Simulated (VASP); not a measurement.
Write the native input for VASP 6.6.1 that does the following.

```
Task                   : single point
Functional             : LDA
Potentials or basis    : VASP PAW LDA potentials, release 64 (Sr_sv, Cl)
Cutoff                 : 520 eV
k mesh                 : 8 × 8 × 8
Occupations            : fermi-dirac, width 0.01 eV
Spin                   : no spin polarisation
Dipole correction      : no
Further INCAR settings : ALGO = Normal; EDIFF = 1e-07; NBANDS = 19
```

The structure of SrCl2 lies in POSCAR:

```
SrCl2
1.0
    0.0000000000      3.4157900000      3.4855000000
    3.4157900000      0.0000000000      3.4855000000
    3.4157900000      3.4157900000      0.0000000000
Sr Cl
1 2
Direct
    0.0000000000      0.0000000000      0.0000000000
    0.2500000000      0.2500000000      0.2500000000
    0.7500000000      0.7500000000      0.7500000000
```

This cell differs from its parent crystal: equal xx and yy strain of -2 %.

The input as run:

INCAR

```
SYSTEM = SrCl2
PREC = Accurate
ENCUT = 520
EDIFF = 1E-7
ISMEAR = -1
SIGMA = 0.01
LREAL = .FALSE.
LASPH = .TRUE.
NELM = 80
ALGO = Normal
ISIF = 2
LWAVE = .FALSE.
LCHARG = .FALSE.
GGA = CA
NBANDS = 19
```

KPOINTS

```
regular mesh
0
G
  8 8 8
  0 0 0
```

Potentials or basis: VASP PAW LDA potentials, release 64 (Sr_sv, Cl).

Launch:

```bash
$ cat potpaw_LDA.64/Sr_sv/POTCAR potpaw_LDA.64/Cl/POTCAR > POTCAR
$ mpirun -np 1 vasp_std > vasp.out
```

It gave:

| Property | Result |
| --- | --- |
| Pressure | -1.2 GPa |
| Band gap on the k mesh | 4.99 eV, indirect (least direct gap 5.07 eV) |

Caveat: the cell differs from its parent crystal (equal xx and yy strain of -2 %).

Run time: 27 s on 1 thread of Intel(R) Xeon(R) 6975P-C (Granite Rapids), on a shared host, peak memory 0.22 GiB.
